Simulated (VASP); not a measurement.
Mg5ZnO6, 12 atoms in the cell. Symmetry: P-4m2, No. 115, tetragonal system. The conventional cell has a = 3.268 Å, b = 3.268 Å, c = 13.780 Å, α = 90.00°, β = 90.00°, γ = 90.00°. Within 2.6 Å of Mg (site symmetry -4m2) lie 4 O at 2.00 Å. Mg (site symmetry 2mm) has 4 O at 2.00 Å within 2.6 Å. Within 2.6 Å of Mg (site symmetry 2mm) lie 4 O at 1.98 to 2.00 Å. Zn (site symmetry -4m2) has 4 O at 2.01 Å within 2.7 Å. O (site symmetry 2mm) has 4 Mg at 2.00 Å within 2.6 Å. O (site symmetry 2mm) has 4 Mg at 2.00 Å within 2.6 Å. Within 2.6 Å of O (site symmetry 2mm) lie 2 Mg at 1.98 Å and 2 Zn at 2.01 Å. 

- Program: VASP 6.6.1
- Task: single point
- Functional: r2SCAN
- Potentials or basis: VASP PAW PBE potentials, release 64 (Mg, Zn, O)
- Cutoff: 520 eV
- k mesh: 8 × 8 × 2
- Occupations: gaussian, width 0.02 eV
- Spin: no spin polarisation
- Dipole correction: no
- Further INCAR settings: ALGO = Normal; EDIFF = 1e-07; NBANDS = 41

Potentials or basis: VASP PAW PBE potentials, release 64 (Mg, Zn, O).

Run with:

```sh
$ cat potpaw_PBE.64/Mg/POTCAR potpaw_PBE.64/Zn/POTCAR potpaw_PBE.64/O/POTCAR > POTCAR
$ cp INCAR.step1 INCAR
$ mpirun -np 1 vasp_std > vasp.out
$ cp INCAR.step2 INCAR
$ mpirun -np 1 vasp_std > vasp.out
```

Hardware: 1 thread of AMD EPYC 9R45 (Zen 5), on a shared host.

**Question.** Estimate the wall time of this run.

**Answer.** Wall time 13 min on 1 thread of AMD EPYC 9R45 (Zen 5), on a shared host, peak memory 0.31 GiB. Counts: k points 30.
